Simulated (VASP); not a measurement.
## TiCo2: single point with r2SCAN

The system is TiCo2.

```
Ti Co
1.0
     0.00000    3.35200    3.35200
     3.35200    0.00000    3.35200
     3.35200    3.35200    0.00000
Ti Co
2 4
Direct
  0.50000 0.50000 0.50000
  0.75000 0.75000 0.75000
  0.12500 0.12500 0.12500
  0.62500 0.12500 0.12500
  0.12500 0.12500 0.62500
  0.12500 0.62500 0.12500
```

* Program: VASP 6.6.1
* Task: single point
* Functional: r2SCAN
* Potentials or basis: VASP PAW PBE potentials, release 64 (Ti_sv, Co)
* Cutoff: 520 eV
* k mesh: 10 × 10 × 10
* Occupations: gaussian, width 0.1 eV
* Spin: collinear spin, zero start
* Starting moments: [0.0, 0.0, 0.0, 0.0, 0.0, 0.0] μB
* Fixed moment: 0 μB
* Dipole correction: no
* Further INCAR settings: ALGO = Normal; EDIFF = 1e-06; NBANDS = 43

```json
{
  "Pressure": "-11.2 GPa",
  "Net moment": "0.00 μB per cell",
  "Valence electrons inside the program's atomic spheres": "Ti 10.12; Co 8.44"
}
```

Run time: 8.5 min on 1 thread of Intel(R) Xeon(R) 6975P-C (Granite Rapids) (shared host), peak memory 0.41 GiB.

Caveat: the cell stands under tension; the PAW data sets were made with another functional, which shifts forces and pressure a little; the total moment is fixed, so each spin has its own Fermi level.
